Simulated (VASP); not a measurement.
# N in VASP: further runs, part 2 of 2

VASP 6.6.1. Earlier steps stand in the parts before.

### Step 3. Single point, PBE

Contents of INCAR:

```
PREC     = Accurate       # precision mode
ENCUT    = 1000           # plane-wave cutoff, eV
EDIFF    = 1E-6           # SCF threshold, eV
ISMEAR   = -1             # smearing method
SIGMA    = 0.05           # smearing width, eV
LREAL    = F              # projectors in reciprocal space
LASPH    = T              # aspherical terms in the spheres
NELM     = 120            # most SCF steps
ALGO     = Normal         # electronic algorithm
ISIF     = 2              # what is computed and relaxed
LWAVE    = F              # write WAVECAR
LCHARG   = T              # write CHGCAR
GGA      = PE             # functional
LELF     = T              # ELF
LVHAR    = T            
NBANDS   = 42             # bands
GGA_COMPAT= F
```

Contents of KPOINTS:

```
regular mesh
0
Gamma
  1 1 1
```

Contents of POSCAR:

```
N
1.0
    7.6766930000      0.0000000000      0.0000000000
    0.0000000000      7.6766930000      0.0000000000
    0.0000000000      0.0000000000      7.6766930000
N
12
Direct
    0.8366623493      0.7276310255      0.6396113535
    0.8307483444      0.6643615942      0.7679739179
    0.2559565688      0.5021042264      0.6149392714
    0.3290609641      0.5343576980      0.7348607011
    0.4829814088      0.8989417709      0.1859003610
    0.4923474210      0.9718637960      0.0603515081
    0.7498020306      0.2392436431      0.6316652236
    0.7939356179      0.1600558991      0.5204584839
    0.0345591520      0.9399750648      0.2662214055
   -0.0709550323      0.9201618457      0.1669729400
    0.8772787970      0.4197771098      1.1801826646
    0.7502058504      0.3968635974      1.1113248895
```

Potentials or basis: VASP PAW PBE potentials, release 64 (N_h).

Started as:

```sh
$ cat potpaw_PBE.64/N_h/POTCAR > POTCAR
$ mpirun -np 1 vasp_gam > vasp.out
```

Wall time 2.2 min (1 thread of Intel Xeon Platinum 8488C (Sapphire Rapids), shared host); peak memory 0.89 GiB.

It converged, with:

- Free energy: -100.9067 eV
- Pressure: -0.9 GPa
- Largest force: 2.744 eV/Å

Forces in eV/Å, atoms in the order of the input:
```
N    0.000  0.189 -0.388
N   -0.009 -0.168  0.383
N    0.256  0.097  0.415
N   -0.241 -0.102 -0.414
N    0.121  0.977 -1.679
N   -0.141 -0.983  1.665
N   -0.054  0.090  0.142
N    0.002 -0.062 -0.071
N   -1.882 -0.393 -1.839
N    1.958  0.343  1.794
N   -2.376 -0.414 -1.310
N    2.365  0.425  1.301
```

Stress tensor (GPa, compression positive):
```
-1.35 -0.34 -1.06
-0.34 -0.14  0.08
-1.06  0.08 -1.20
```

Levels at points of the mesh, in eV from the Fermi level:
```
           k point  band 26  band 27  band 28  band 29  band 30  band 31  band 32  band 33  band 34  band 35
(0.00, 0.00, 0.00)    -1.45    -1.41    -1.33    -1.31    -1.23     6.41     6.42     6.52     6.54     6.61
```

Caveat: the k points lie up to 0.82 Å⁻¹ apart, too coarse for converged energies, forces and pressures.

### Step 4. Single point, PBE

Contents of INCAR:

```
SYSTEM = N
ALGO = Normal
EDIFF = 1E-6
ENCUT = 1000
GGA = PE
GGA_COMPAT = .False.
ISIF = 2
ISMEAR = -1
LASPH = .True.
LCHARG = .False.
LREAL = .False.
LWAVE = .False.
NBANDS = 42
NELM = 120
PREC = Accurate
SIGMA = 0.05
```

Contents of KPOINTS:

```
k-points
0
Gamma
  1 1 1
  0 0 0
```

Contents of POSCAR:

```
N
1.0
    7.6766930000      0.0000000000      0.0000000000
    0.0000000000      7.6766930000      0.0000000000
    0.0000000000      0.0000000000      7.6766930000
N
12
Direct
    0.8410392340      0.6614957769      0.5863462301
    0.8303314982      0.6919515995      0.7268233861
    0.2048277820      0.4947052070      0.6721514069
    0.3389740869      0.5039018755      0.7238533572
    0.4886218584      0.8360370800      0.1191398432
    0.5141536857      0.9556719280      0.0423619910
    0.8663105324      0.1800514883      0.6061855020
    0.7244525735      0.1659308246      0.6206057739
    0.0998346554      0.8123289547      0.2994518603
    0.0004819784      0.9146256077      0.2864384443
    0.8396975104      0.4673496778      1.1010991321
    0.7885296442      0.4068809317      1.2219193864
```

Potentials or basis: VASP PAW PBE potentials, release 64 (N_h).

Started as:

```sh
$ cat potpaw_PBE.64/N_h/POTCAR > POTCAR
$ mpirun -np 1 vasp_gam > vasp.out
```

OUTCAR:

```text
SYSTEM = N
   EDIFF = 1E-6
   ENCUT = 1000
   GGA = PE
   ISIF = 2
   ISMEAR = -1
   LASPH = .True.
   LREAL = .False.
   NELM = 120
   PREC = Accurate

 ion  position               nearest neighbor table
   1  0.841  0.661  0.586-   2 1.11
   2  0.830  0.692  0.727-   1 1.11
   3  0.205  0.495  0.672-   4 1.11
   4  0.339  0.504  0.724-   3 1.11
   5  0.489  0.836  0.119-   6 1.11
   6  0.514  0.956  0.042-   5 1.11
   7  0.866  0.180  0.606-   8 1.10
   8  0.724  0.166  0.621-   7 1.10
   9  0.100  0.812  0.299-  10 1.10
  10  0.000  0.915  0.286-   9 1.10
  11  0.840  0.467  0.101-  12 1.11
  12  0.789  0.407  0.222-  11 1.11

  LATTYP: Found a simple cubic cell.
 ALAT       =     7.6766930000

  Lattice vectors:

 A1 = (   7.6766930000,   0.0000000000,   0.0000000000)
[... 178 lines left out ...]
 Fermi energy:        -6.4729335218

 k-point     1 :       0.0000    0.0000    0.0000
  band No.  band energies     occupation
      1     -26.0240      2.00000
      2     -25.9133      2.00000
      3     -25.8806      2.00000
      4     -25.8473      2.00000
      5     -25.8419      2.00000
      6     -25.7794      2.00000
[... 34 lines left out ...]
     41       0.5491      0.00000
     42       0.5881      0.00000

------------------------ aborting loop because EDIFF is reached ----------------------------------------

  FORCE on cell =-STRESS in cart. coord.  units (eV):
  Direction    XX          YY          ZZ          XY          YZ          ZX
  --------------------------------------------------------------------------------------
  -------------------------------------------------------------------------------------
  Total        0.3708242     -0.2919399     -1.3283053     -0.5718640      0.4347017      0.1187294
  in kB        1.3132763     -1.0339071     -4.7042022     -2.0252603      1.5394989      0.4204811
  external PRESSURE =      -1.4749444 kB  Pullay stress =       0.0000000 kB

 VOLUME and BASIS-vectors are now :
 -----------------------------------------------------------------------------
  energy-cutoff  :     1000.00
  volume of cell :      452.40
      direct lattice vectors                 reciprocal lattice vectors
     7.676693000  0.000000000  0.000000000     0.130264425  0.000000000  0.000000000
     0.000000000  7.676693000  0.000000000     0.000000000  0.130264425  0.000000000
     0.000000000  0.000000000  7.676693000     0.000000000  0.000000000  0.130264425

 POSITION                                       TOTAL-FORCE (eV/Angst)
 -----------------------------------------------------------------------------------
      6.45640      5.07810      4.50120        -0.140333      0.111122      0.624997
      6.37420      5.31190      5.57960        -0.006153     -0.072143     -0.573753
      1.57240      3.79770      5.15990         0.518896     -0.008147      0.173335
      2.60220      3.86830      5.55680        -0.410876     -0.023552     -0.161551
      3.75100      6.41800      0.91460         0.183651      0.688937     -0.458942
      3.94700      7.33640      0.32520        -0.143243     -0.685516      0.443993
      6.65040      1.38220      4.65350         0.347553      0.023062     -0.007048
      5.56140      1.27380      4.76420        -0.368424     -0.032459      0.040479
      0.76640      6.23600      2.29880         0.335661     -0.314656      0.023936
      0.00370      7.02130      2.19890        -0.308927      0.352519     -0.096654
      6.44610      3.58770      0.77611        -0.300749     -0.401222      0.780338
      6.05330      3.12350      1.70361         0.292943      0.362056     -0.789130
 -----------------------------------------------------------------------------------
    total drift:                                0.000055      0.001292     -0.001085

  FREE ENERGIE OF THE ION-ELECTRON SYSTEM (eV)
  ---------------------------------------------------
  free  energy   TOTEN  =      -100.9456519750 eV

  energy  without entropy=     -100.9456519749  energy(sigma->0) =     -100.94565197
```

Wall time 39 s (1 thread of AMD EPYC 9R45 (Zen 5), shared host); peak memory 0.83 GiB.

Results:

```
Free energy   : -100.9457 eV
Pressure      : -0.1 GPa
Largest force : 0.928 eV/Å
```

Forces on the atoms (eV/Å):
```
N   -0.140  0.111  0.625
N   -0.006 -0.072 -0.574
N    0.519 -0.008  0.173
N   -0.411 -0.024 -0.162
N    0.184  0.689 -0.459
N   -0.143 -0.686  0.444
N    0.348  0.023 -0.007
N   -0.368 -0.032  0.040
N    0.336 -0.315  0.024
N   -0.309  0.353 -0.097
N   -0.301 -0.401  0.780
N    0.293  0.362 -0.789
```

Stress tensor (GPa, compression positive):
```
 0.13 -0.20  0.04
-0.20 -0.10  0.15
 0.04  0.15 -0.47
```

Caveat: the k points lie up to 0.82 Å⁻¹ apart, too coarse for converged energies, forces and pressures; the atoms stand as in a frame of molecular dynamics.

### Step 5. Single point, PBE

Contents of INCAR:

```
SYSTEM = N
PREC = Accurate
ENCUT = 1000
EDIFF = 1E-6
ISMEAR = -1
SIGMA = 0.05
LREAL = .FALSE.
LASPH = .TRUE.
NELM = 120
ALGO = Normal
ISIF = 2
LWAVE = .FALSE.
LCHARG = .FALSE.
GGA = PE
NBANDS = 42
GGA_COMPAT = .FALSE.
```

Contents of KPOINTS:

```
Automatic mesh
0
G
  1 1 1
  0 0 0
```

Contents of POSCAR:

```
N
1.0
    7.6766930000      0.0000000000      0.0000000000
    0.0000000000      7.6766930000      0.0000000000
    0.0000000000      0.0000000000      7.6766930000
N
12
Direct
    0.8524894769      0.6093509275      0.6316131178
    0.8239355149      0.6689859813      0.7565106485
    0.2516578428      0.4895467358      0.7071274050
    0.3799292221      0.5417306645      0.6680741304
    0.5421996164      0.8230106375      0.1504423845
    0.5076274380      0.9064059224      0.0352756063
    0.7768318988      0.1875026134      0.5994247784
    0.7198281864      0.2587833068      0.7086905781
    0.1463260287      0.9022114080      0.2937071992
    0.0086365314      0.8765493162      0.2729039705
    0.7744871392      0.4733288149      1.1127838511
    0.7599756822      0.3500726159      1.1857710084
```

Started as:

```sh
$ cat potpaw_PBE.64/N_h/POTCAR > POTCAR
$ mpirun -np 1 vasp_gam > vasp.out
```

It took 48 s on 1 thread of AMD EPYC 9R45 (Zen 5), shared host; peak memory 0.86 GiB.

The run converged. Its results:

* Free energy: -100.8510 eV
* Pressure: 0.5 GPa
* Largest force: 2.760 eV/Å

Forces on the atoms (eV/Å):
```
N    0.562 -1.007 -2.369
N   -0.526  1.246  2.289
N    0.270  0.087 -0.065
N   -0.252 -0.093  0.069
N   -0.646  1.583 -2.167
N    0.679 -1.559  2.153
N    0.566 -0.773 -1.059
N   -0.606  0.559  1.074
N    2.258  0.441  0.376
N   -2.313 -0.426 -0.354
N   -0.016 -0.363  0.246
N    0.025  0.306 -0.191
```

Stress tensor (GPa, compression positive):
```
 0.98  0.08 -0.43
 0.08  0.11  1.14
-0.43  1.14  0.50
```

Levels at points of the mesh, in eV from the Fermi level:
| k point | band 28 | band 29 | band 30 | band 31 | band 32 | band 33 |
| --- | --- | --- | --- | --- | --- | --- |
| (0.00, 0.00, 0.00) | -1.43 | -1.37 | -1.28 | 6.35 | 6.37 | 6.46 |

Caveat: the k points lie up to 0.82 Å⁻¹ apart, too coarse for converged energies, forces and pressures; the atoms stand as in a frame of molecular dynamics.

### Step 6. Overview

| cell | pressure (GPa) | largest force (eV/Å) |
| --- | --- | --- |
| as given, atomic positions A | 1.0 | 3.83 |
| as given, atomic positions B | -0.9 | 2.74 |
| as given, atomic positions C | -0.1 | 0.93 |
| as given, atomic positions D | 0.5 | 2.76 |

Alike in all rows: task single point; level PBE; potentials or basis VASP PAW PBE potentials, release 64 (N_h); no spin polarisation; k mesh 1 × 1 × 1; cutoff (eV) 1000; smearing fermi-dirac 0.05 eV.

Caveats: all runs use coarse meshes; the atoms stand as in a frame of molecular dynamics (at least some runs).

Absolute energies hang on the potentials; compare differences alone.
